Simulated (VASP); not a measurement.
# ZnSe (F-43m) in VASP: notebook

Runs on ZnSe. Level: PBE. Tasks: single point.

Program: VASP 6.6.1. These are calculated values, not measurements. Logs are shortened: lines on timing, memory, paths and dates and some standing lists are left out, and cuts for length are marked.

## (1) The cell of the first run

Symmetry: F-43m, No. 216, cubic system. Conventional cell: a = 5.273 Å, b = 5.273 Å, c = 5.273 Å, α = 90.00°, β = 90.00°, γ = 90.00°. Within 3.0 Å of Zn (site symmetry -43m) lie 4 Se at 2.28 Å. Se (site symmetry -43m) has 4 Zn at 2.28 Å within 3.0 Å.

## (2) Single point, PBE (strain -0.080 along x and y, -0.080 along z)

INCAR reads:

```
ALGO = Normal
EDIFF = 1E-6
ENCUT = 520
GGA = PE
ISIF = 2
ISMEAR = 0
LASPH = T
LCHARG = F
LREAL = F
LWAVE = F
NBANDS = 16
NELM = 60
PREC = Accurate
SIGMA = 0.05
```

KPOINTS reads:

```
k-points
0
Gamma
  8 8 8
```

POSCAR reads:

```
ZnSe
1.0
    0.0000000000      2.6366465291      2.6366465291
    2.6366465291      0.0000000000      2.6366465291
    2.6366465291      2.6366465291      0.0000000000
Zn Se
1 1
Direct
    0.0000000000      0.0000000000      0.0000000000
    0.7500000000      0.7500000000      0.7500000000
```

Potentials or basis: VASP PAW PBE potentials, release 64 (Zn, Se).

Command:

```console
$ cat potpaw_PBE.64/Zn/POTCAR potpaw_PBE.64/Se/POTCAR > POTCAR
$ mpirun -np 1 vasp_std > vasp.out
```

OUTCAR:

```text
EDIFF = 1E-6
   ENCUT = 520
   GGA = PE
   ISIF = 2
   ISMEAR = 0
   LASPH = T
   LREAL = F
   NELM = 60
   PREC = Accurate

 ion  position               nearest neighbor table
   1  0.000  0.000  0.000-   2 2.28   2 2.28   2 2.28   2 2.28
   2  0.750  0.750  0.750-   1 2.28   1 2.28   1 2.28   1 2.28

  LATTYP: Found a face centered cubic cell.
 ALAT       =     5.2732930582

  Lattice vectors:

 A1 = (   0.0000000000,   2.6366465291,   2.6366465291)
 A2 = (   2.6366465291,   0.0000000000,   2.6366465291)
 A3 = (   2.6366465291,   2.6366465291,   0.0000000000)

Analysis of symmetry for initial positions (statically):
=====================================================================
 Subroutine PRICEL returns:
 Original cell was already a primitive cell.

 Routine SETGRP: Setting up the symmetry group for a
 face centered cubic supercell.

 Subroutine GETGRP returns: Found 24 space group operations
 (whereof 24 operations were pure point group operations)
 out of a pool of 48 trial point group operations.

The static configuration has the point symmetry T_d .

Analysis of symmetry for dynamics (positions and initial velocities):
=====================================================================
 Subroutine PRICEL returns:
 Original cell was already a primitive cell.

 Routine SETGRP: Setting up the symmetry group for a
 face centered cubic supercell.

 Subroutine GETGRP returns: Found 24 space group operations
 (whereof 24 operations were pure point group operations)
 out of a pool of 48 trial point group operations.

The dynamic configuration has the point symmetry T_d .

 Subroutine INISYM returns: Found 24 space group operations
 (whereof 24 operations are pure point group operations),
 and found     1 'primitive' translations

----------------------------------------------------------------------------------------

                                     Primitive cell

  volume of cell :      36.6594

  direct lattice vectors                    reciprocal lattice vectors
     0.000000000  2.636646529  2.636646529    -0.189634824  0.189634824  0.189634824
     2.636646529  0.000000000  2.636646529     0.189634824 -0.189634824  0.189634824
     2.636646529  2.636646529  0.000000000     0.189634824  0.189634824 -0.189634824

  length of vectors
     3.728781281  3.728781281  3.728781281     0.328457150  0.328457150  0.328457150

  position of ions in fractional coordinates (direct lattice)
     0.000000000  0.000000000  0.000000000
     0.750000000  0.750000000  0.750000000

  ion indices of the primitive-cell ions
   primitive index   ion index
                 1           1
                 2           2

----------------------------------------------------------------------------------------

 KPOINTS: k-points

Automatic generation of k-mesh.
 Grid dimensions read from file:
 generate k-points for:    8    8    8

 Generating k-lattice:

  Cartesian coordinates                     Fractional coordinates (reciprocal lattice)
    -0.023704353  0.023704353  0.023704353     0.125000000  0.000000000  0.000000000
     0.023704353 -0.023704353  0.023704353     0.000000000  0.125000000  0.000000000
     0.023704353  0.023704353 -0.023704353     0.000000000  0.000000000  0.125000000

  Length of vectors
     0.041057144  0.041057144  0.041057144

  Shift w.r.t. Gamma in fractional coordinates (k-lattice)
     0.000000000  0.000000000  0.000000000

 Subroutine IBZKPT returns following result:
 ===========================================

 Found     29 irreducible k-points:

 Following reciprocal coordinates:
            Coordinates               Weight
  0.000000  0.000000  0.000000      1.000000
  0.125000  0.000000  0.000000      8.000000
  0.250000  0.000000  0.000000      8.000000
  0.375000  0.000000  0.000000      8.000000
  0.500000  0.000000  0.000000      4.000000
  0.125000  0.125000  0.000000      6.000000
[... 16 lines left out ...]
  0.500000  0.250000  0.125000     48.000000
 -0.375000  0.250000  0.125000     24.000000
 [... further k-points ...]
   k-points           NKPTS =     29   k-points in BZ     NKDIM =     29   number of bands    NBANDS=     16
   number of dos      NEDOS =    301   number of ions     NIONS =      2
   total plane-waves  NPLWV =  21952
   dimension x,y,z NGX =    28 NGY =   28 NGZ =   28
   dimension x,y,z NGXF=    56 NGYF=   56 NGZF=   56
   ions per type =               1   1
   NGX,Y,Z   is equivalent  to a cutoff of  12.48, 12.48, 12.48 a.u.
   NGXF,Y,Z  is equivalent  to a cutoff of  24.97, 24.97, 24.97 a.u.
 SYSTEM =  unknown system
   PREC   = accura    normal or accurate (medium, high low for compatibility)
   ISTART =      0    job   : 0-new  1-cont  2-samecut
   ICHARG =      2    charge: 1-file 2-atom 10-const
   ISPIN  =      1    spin polarized calculation?
   LNONCOLLINEAR =      F non collinear calculations
   LSORBIT =      F    spin-orbit coupling
   LASPH  =      T    aspherical Exc in radial PAW
   ENCUT  =  520.0 eV  38.22 Ry    6.18 a.u.   6.93  6.93  6.93*2*pi/ulx,y,z
   NELM   =     60;   NELMIN=  2; NELMDL= -5     # of ELM steps
   EDIFF  = 0.1E-05   stopping-criterion for ELM
   LREAL  =      F    real-space projection
   EDIFFG = 0.1E-04   stopping-criterion for IOM
   NSW    =      0    number of steps for IOM
   IBRION =     -1    ionic relax: 0-MD 1-quasi-New 2-CG
   NFREE  =      0    steps in history (QN), initial steepest desc. (CG)
   ISIF   =      2    stress and relaxation
   ISYM   =      2    0-nonsym 1-usesym 2-fastsym
   POTIM  = 0.5000    time-step for ionic-motion
   TEBEG  =    0.0;   TEEND  =   0.0 temperature during run
   PSTRESS=    0.0 pullay stress
   NELECT =      18.0000    total number of electrons
   NUPDOWN=      -1.0000    fix difference up-down
   EMIN   =  10.00;   EMAX   =-10.00  energy-range for DOS
   EFERMI =   0.00;   METHOD = LEGACY
   ISMEAR =     0;   SIGMA  =   0.05  broadening in eV -4-tet -1-fermi 0-gaus
   EFERMI_NEDOS =   21; number of points for ismear=-14 and -15
   IALGO  =     38    algorithm
   IMIX   =      4    mixing-type and parameters
     AMIX     =   0.40;   BMIX     =  1.00
     AMIX_MAG =   1.60;   BMIX_MAG =  1.00
  volume/ion in A,a.u.               =      18.33       123.70
  Fermi-wavevector in a.u.,A,eV,Ry     =   1.291528  2.440634 22.695117  1.668044
  Thomas-Fermi vector in A             =   2.423292
   LORBIT       =      0    0 simple, 1 ext, 2 COOP (PROOUT), +10 PAW based schemes
   GGA     = PE    functional components
   LHFCALC =     F    Hartree Fock is set to
   AEXX    =    0.0000 exact exchange contribution
   IVDW    =     0    specifies the selected vdW correction
   LEPSILON=     F    determine dielectric tensor
   LRPA    =     F    only Hartree local field effects (RPA)
 non-spin polarized calculation
 Gauss-broadening in eV      SIGMA  =   0.05
  energy-cutoff  :      520.00
  volume of cell :       36.66
 maximum number of plane-waves:       999
   NGX = 13   NGY = 13   NGZ = 13

 number of electron      18.0000004 magnetization

 Free energy of the ion-electron system (eV)
  ---------------------------------------------------
  ext. energy  EPLUGINS =         0.00000000
  ---------------------------------------------------
  free energy    TOTEN  =        -5.36107462 eV

  energy without entropy =       -5.36107462  energy(sigma->0) =       -5.36107462

 E-fermi :   4.0242     XC(G=0): -10.3475

 val. band max:        3.7364556721   @ k =   0.0000   0.0000   0.0000
 cond. band min:       5.9719662142   @ k =   0.0000   0.0000   0.0000
 fundamental gap:      2.2355105421
 Fermi energy:         4.0242242363

 k-point     1 :       0.0000    0.0000    0.0000
  band No.  band energies     occupation
      1     -11.1785      2.00000
      2      -3.8620      2.00000
      3      -3.8620      2.00000
      4      -3.8620      2.00000
      5      -3.2657      2.00000
      6      -3.2657      2.00000
[... 8 lines left out ...]
     15      15.6228      0.00000
     16      15.6228      0.00000

 k-point     2 :       0.1250    0.0000    0.0000
  band No.  band energies     occupation
      1     -11.0310      2.00000
      2      -3.8727      2.00000
      3      -3.8372      2.00000
      4      -3.8372      2.00000
      5      -3.2688      2.00000
      6      -3.2688      2.00000
[... 8 lines left out ...]
     15      14.6269      0.00000
     16      15.3098      0.00000

 k-point     3 :       0.2500    0.0000    0.0000
  band No.  band energies     occupation
      1     -10.6388      2.00000
      2      -3.8566      2.00000
      3      -3.7830      2.00000
      4      -3.7830      2.00000
      5      -3.2671      2.00000
      6      -3.2671      2.00000
[... 8 lines left out ...]
     15      14.3930      0.00000
     16      14.7941      0.00000

 k-point     4 :       0.3750    0.0000    0.0000
  band No.  band energies     occupation
      1     -10.1781      2.00000
      2      -3.7410      2.00000
      3      -3.7410      2.00000
      4      -3.6682      2.00000
      5      -3.2480      2.00000
      6      -3.2480      2.00000
[... 8 lines left out ...]
     15      15.8254      0.00000
     16      15.8254      0.00000

 k-point     5 :       0.5000    0.0000    0.0000
  band No.  band energies     occupation
      1      -9.9591      2.00000
      2      -3.7283      2.00000
      3      -3.7283      2.00000
      4      -3.2338      2.00000
      5      -3.2338      2.00000
      6      -3.1401      2.00000
[... 8 lines left out ...]
     15      17.7111      0.00000
     16      17.7111      0.00000

 k-point     6 :       0.1250    0.1250    0.0000
  band No.  band energies     occupation
      1     -10.9816      2.00000
      2      -3.8988      2.00000
      3      -3.8168      2.00000
      4      -3.8168      2.00000
      5      -3.2872      2.00000
      6      -3.2536      2.00000
[... 8 lines left out ...]
     15      15.8622      0.00000
     16      15.9880      0.00000
[... 267 lines left out ...]
 k-point    21 :       0.5000    0.5000    0.0000
  band No.  band energies     occupation
      1      -9.5351      2.00000
      2      -4.0296      2.00000
      3      -3.4502      2.00000
      4      -3.4502      2.00000
      5      -3.1834      2.00000
      6      -3.0040      2.00000
[... 8 lines left out ...]
     15      18.2948      0.00000
     16      19.1664      0.00000

 k-point    22 :       0.3750    0.2500    0.1250
  band No.  band energies     occupation
      1     -10.3258      2.00000
      2      -3.8966      2.00000
      3      -3.7122      2.00000
      4      -3.6833      2.00000
      5      -3.2985      2.00000
      6      -3.2242      2.00000
[... 8 lines left out ...]
     15      16.8055      0.00000
     16      18.3675      0.00000

 k-point    23 :       0.5000    0.2500    0.1250
  band No.  band energies     occupation
      1      -9.9343      2.00000
      2      -3.7749      2.00000
      3      -3.6827      2.00000
      4      -3.5523      2.00000
      5      -3.2544      2.00000
      6      -3.1922      2.00000
[... 8 lines left out ...]
     15      17.3183      0.00000
     16      18.3343      0.00000

 k-point    24 :      -0.3750    0.2500    0.1250
  band No.  band energies     occupation
      1      -9.7540      2.00000
      2      -3.7363      2.00000
      3      -3.6532      2.00000
      4      -3.3661      2.00000
      5      -3.2602      2.00000
      6      -2.9493      2.00000
[... 8 lines left out ...]
     15      17.1850      0.00000
     16      18.3853      0.00000

 [... further k-points ...]
[... 5 lines left out ...]
  --------------------------------------------------------------------------------------
  -------------------------------------------------------------------------------------
  Total        5.8682854      5.8682854      5.8682854     -0.0000000      0.0000000      0.0000000
  in kB      256.4697108    256.4697108    256.4697108     -0.0000000      0.0000000      0.0000000
  external PRESSURE =     256.4697108 kB  Pullay stress =       0.0000000 kB

 VOLUME and BASIS-vectors are now :
 -----------------------------------------------------------------------------
  energy-cutoff  :      520.00
  volume of cell :       36.66
      direct lattice vectors                 reciprocal lattice vectors
     0.000000000  2.636646529  2.636646529    -0.189634824  0.189634824  0.189634824
     2.636646529  0.000000000  2.636646529     0.189634824 -0.189634824  0.189634824
     2.636646529  2.636646529  0.000000000     0.189634824  0.189634824 -0.189634824

 POSITION                                       TOTAL-FORCE (eV/Angst)
 -----------------------------------------------------------------------------------
      0.00000      0.00000      0.00000         0.000000     -0.000000     -0.000000
      3.95497      3.95497      3.95497        -0.000000      0.000000      0.000000
 -----------------------------------------------------------------------------------
    total drift:                               -0.000003     -0.000003     -0.000003

  FREE ENERGIE OF THE ION-ELECTRON SYSTEM (eV)
  ---------------------------------------------------
  free  energy   TOTEN  =        -5.3610746217 eV

  energy  without entropy=       -5.3610746217  energy(sigma->0) =       -5.36107462
```

It took 16 s on 1 thread of Intel Xeon Platinum 8488C (Sapphire Rapids), shared host; peak memory 0.15 GiB.

What came out:

```yaml
Free_energy: -5.3611 eV
Pressure: 25.6 GPa
Band_gap_on_the_k_mesh: 2.24 eV, direct
```

Caveat: the cell differs from its parent crystal (strain -0.080 along x and y, -0.080 along z). A k mesh can miss the band edges.

## (3) Single point, PBE (strain -0.040 along x and y, -0.040 along z)

INCAR reads:

```
SYSTEM = ZnSe
PREC = Accurate
ENCUT = 520
EDIFF = 1E-6
ISMEAR = 0
SIGMA = 0.05
LREAL = .False.
LASPH = .True.
NELM = 100
ALGO = Normal
ISIF = 2
LWAVE = .False.
LCHARG = .False.
GGA = PE
NBANDS = 16
```

KPOINTS reads:

```
Automatic mesh
0
Gamma
  8 8 8
  0 0 0
```

POSCAR reads:

```
ZnSe
1.0
    0.0000000000      2.7512833347      2.7512833347
    2.7512833347      0.0000000000      2.7512833347
    2.7512833347      2.7512833347      0.0000000000
Zn Se
1 1
Direct
    0.0000000000      0.0000000000      0.0000000000
    0.7500000000      0.7500000000      0.7500000000
```

Potentials or basis: VASP PAW PBE potentials, release 64 (Zn, Se).

Command:

```console
$ cat potpaw_PBE.64/Zn/POTCAR potpaw_PBE.64/Se/POTCAR > POTCAR
$ mpirun -np 1 vasp_std > vasp.out
```

Wall time 18 s (1 thread of Intel Xeon Platinum 8488C (Sapphire Rapids), shared host); peak memory 0.17 GiB.

Results (log left out):

| Quantity | Value |
| --- | --- |
| Free energy | -5.8834 eV |
| Pressure | 9.5 GPa |
| Band gap on the k mesh | 1.66 eV, direct |

Levels at points of the mesh, in eV from the valence-band top:
| k point | band 7 | band 8 | band 9 | band 10 | band 11 | band 12 |
| --- | --- | --- | --- | --- | --- | --- |
| (0.00, 0.00, 0.00) | 0.00 | 0.00 | 0.00 | 1.66 | 5.76 | 5.76 |
| (0.50, 0.00, 0.00) | -5.83 | -1.01 | -1.01 | 2.69 | 6.35 | 6.35 |
| (0.50, 0.50, 0.00) | -5.15 | -2.52 | -2.52 | 2.76 | 3.43 | 11.43 |

Caveat: the cell differs from its parent crystal (strain -0.040 along x and y, -0.040 along z).

## (4) Single point, PBE (strain +0.040 along x and y, +0.040 along z)

INCAR reads:

```
PREC = Accurate ; ENCUT = 520
EDIFF = 1E-6 ; ISMEAR = 0
SIGMA = 0.05 ; LREAL = F
LASPH = T ; NELM = 60
ALGO = Normal ; ISIF = 2
LWAVE = F ; LCHARG = F
GGA = PE ; NBANDS = 16
```

KPOINTS reads:

```
regular mesh
0
Gamma
  8 8 8
```

POSCAR reads:

```
ZnSe
1.0
    0.0000000000      2.9805569459      2.9805569459
    2.9805569459      0.0000000000      2.9805569459
    2.9805569459      2.9805569459      0.0000000000
Zn Se
1 1
Direct
    0.0000000000      0.0000000000      0.0000000000
    0.7500000000      0.7500000000      0.7500000000
```

Command:

```console
$ cat potpaw_PBE.64/Zn/POTCAR potpaw_PBE.64/Se/POTCAR > POTCAR
$ mpirun -np 1 vasp_std > vasp.out
```

Run time: 16 s. Hardware: 1 thread of Intel Xeon Platinum 8488C (Sapphire Rapids), shared host; peak memory 0.18 GiB.

It converged, with:

```
Free energy            : -5.9347 eV
Pressure               : -5.0 GPa
Band gap on the k mesh : 0.72 eV, direct
```

Levels at points of the mesh, in eV from the valence-band top:
| k point | band 7 | band 8 | band 9 | band 10 | band 11 | band 12 |
| --- | --- | --- | --- | --- | --- | --- |
| (0.00, 0.00, 0.00) | 0.00 | 0.00 | 0.00 | 0.72 | 5.81 | 5.81 |
| (0.50, 0.00, 0.00) | -4.34 | -0.67 | -0.67 | 2.27 | 6.37 | 6.37 |
| (0.50, 0.50, 0.00) | -4.12 | -1.69 | -1.69 | 3.29 | 3.38 | 9.74 |

Caveat: the cell differs from its parent crystal (strain +0.040 along x and y, +0.040 along z).

## (5) Single point, PBE (strain +0.080 along x and y, +0.080 along z)

INCAR reads:

```
ALGO = Normal ; EDIFF = 1E-7
ENCUT = 520 ; GGA = PE
ISIF = 2 ; ISMEAR = 0
LASPH = True ; LCHARG = False
LREAL = False ; LWAVE = False
NBANDS = 16 ; NELM = 100
PREC = Accurate ; SIGMA = 0.05
```

KPOINTS reads:

```
k-points
0
Gamma
  8 8 8
```

POSCAR reads:

```
ZnSe
1.0
    0.0000000000      3.0951937515      3.0951937515
    3.0951937515      0.0000000000      3.0951937515
    3.0951937515      3.0951937515      0.0000000000
Zn Se
1 1
Direct
    0.0000000000      0.0000000000      0.0000000000
    0.7500000000      0.7500000000      0.7500000000
```

Command:

```console
$ cat potpaw_PBE.64/Zn/POTCAR potpaw_PBE.64/Se/POTCAR > POTCAR
$ mpirun -np 1 vasp_std > vasp.out
```

Wall time 29 s (1 thread of Intel Xeon Platinum 8488C (Sapphire Rapids), shared host); peak memory 0.21 GiB.

It converged, with:

```yaml
Free_energy: -5.6780 eV
Pressure: -7.6 GPa
Band_gap_on_the_k_mesh: 0.34 eV, direct
```

Levels at points of the mesh, in eV from the valence-band top:
```csv
k point,band 7,band 8,band 9,band 10,band 11,band 12
"(0.00, 0.00, 0.00)",0.00,0.00,0.00,0.34,5.77,5.77
"(0.50, 0.00, 0.00)",-3.80,-0.55,-0.55,2.06,6.30,6.30
"(0.50, 0.50, 0.00)",-3.69,-1.39,-1.39,3.23,3.46,9.12
```

Caveat: the cell differs from its parent crystal (strain +0.080 along x and y, +0.080 along z).

## (6) The runs side by side

| cell | gap on the mesh (eV) | pressure (GPa) |
| --- | --- | --- |
| a = 3.729 Å, angles 60.0°, 2 atoms | 2.24 | 25.6 |
| a = 3.891 Å, angles 60.0°, 2 atoms | 1.66 | 9.5 |
| a = 4.215 Å, angles 60.0°, 2 atoms | 0.72 | -5.0 |
| a = 4.377 Å, angles 60.0°, 2 atoms | 0.34 | -7.6 |

Alike in all rows: task single point; level PBE; potentials or basis VASP PAW PBE potentials, release 64 (Zn, Se); no spin polarisation; k mesh 8 × 8 × 8; cutoff (eV) 520; smearing gaussian 0.05 eV.

Absolute energies hang on the potentials; compare differences alone.
